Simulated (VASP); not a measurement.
A run of VASP 6.6.1:

The input INCAR:

```
SYSTEM = Sr2V
PREC = Accurate
ENCUT = 520
EDIFF = 1E-6
ISMEAR = 0
SIGMA = 0.1
LREAL = .FALSE.
LASPH = .TRUE.
NELM = 150
ALGO = Normal
ISIF = 2
LWAVE = .FALSE.
LCHARG = .TRUE.
ISPIN = 2
MAGMOM = 0 0 2
LORBIT = 11
LMAXMIX = 4
GGA = PE
LELF = .TRUE.
LVHAR = .TRUE.
NBANDS = 28
```

Contents of KPOINTS:

```
Automatic mesh
0
G
  6 6 6
  0 0 0
```

The input POSCAR:

```
Sr2V
1.0
   -2.3228629472      2.3228629472      3.8097340882
    2.3228629472     -2.3228629472      3.8097340882
    2.3228629472      2.3228629472     -3.8097340882
Sr V
2 1
Direct
    0.5930000000      0.5930000000      0.0000000000
    0.4070000000      0.4070000000      0.0000000000
    0.0000000000      0.0000000000      0.0000000000
```

Potentials or basis: VASP PAW PBE potentials, release 64 (Sr_sv, V_sv).

The run is started by

```bash
$ cat potpaw_PBE.64/Sr_sv/POTCAR potpaw_PBE.64/V_sv/POTCAR > POTCAR
$ mpirun -np 1 vasp_std > vasp.out
```

Hardware: 1 thread of Intel(R) Xeon(R) 6975P-C (Granite Rapids), with other jobs on the host.

Problem. Estimate the wall time of this run.

Solution. Run time: 6.5 min on 1 thread of Intel(R) Xeon(R) 6975P-C (Granite Rapids), with other jobs on the host, peak memory 0.35 GiB. Counts: scf iterations 67, k points 30.
